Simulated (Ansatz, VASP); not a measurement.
# Two plane-wave programs on Cr

Contents of INCAR:

```
PREC = Accurate ; ENCUT = 500
EDIFF = 1E-7 ; ISMEAR = 0
SIGMA = 0.1 ; LREAL = F
LASPH = T ; NELM = 120
ALGO = Normal ; ISIF = 3
LWAVE = F ; LCHARG = F
GGA = PE ; IBRION = 2
NSW = 100 ; EDIFFG = -0.05
GGA_COMPAT = F ; NELMIN = 4
```

The input KPOINTS:

```
regular mesh
0
Gamma
  10 10 10
```

File POSCAR:

```
Cr
1.0
   -1.4000000000      1.4000000000      1.4000000000
    1.4000000000     -1.4000000000      1.4000000000
    1.4000000000      1.4000000000     -1.4000000000
Cr
1
Direct
    0.0000000000      0.0000000000      0.0000000000
```

Input for Ansatz:

```yaml
crystal:
  lattice:
    - [-1.4, 1.4, 1.4]
    - [1.4, -1.4, 1.4]
    - [1.4, 1.4, -1.4]
  atoms:
    - { symbol: Cr, position: [0.0, 0.0, 0.0] }
basis:
  ecutwfc: 420
kpoints:
  mp_grid: { grid: [10, 10, 10] }
hamiltonian:
  xc: pbe
  pseudopotentials: { kind: paw, azcp: { folder: soft_1 } }
scf:
  occupations: { method: gaussian, width: 0.1 }
output:
  forces: true
  stress: true
  eigenvalues: true
relax:
  adjacent_minimum: "off"
  f_tol: 0.05
  max_steps: 80
  cell: { stress_tol: 0.5 }
```

Alike in both runs: task relaxation of cell and atoms; functional PBE; k mesh 10 × 10 × 10; occupations gaussian, width 0.1 eV; no spin polarisation.

```csv
,VASP,Ansatz
version,VASP 6.6.1,Ansatz 0.2.0
potentials or method,"VASP PAW PBE potentials, release 64 (Cr_pv), cutoff 500 eV","scalar-relativistic, plane waves, PAW"
valence electrons in the cell,12,14
```

```csv
,VASP,Ansatz,Ansatz less VASP
"gap on the k mesh at the Fermi level, each at its own relaxed structure (eV)",none,none,-
relaxed volume (Å³/atom),11.55,11.56,+0.012
relaxed cell length with the largest relative difference (Å),2.466,2.467,+0.0008
```

A gap of «none» marks a metal or a gap that the smearing closes. VASP's potentials hold 12 valence electrons a cell and Ansatz's 14, so a difference there can come from the potentials and not from the codes.
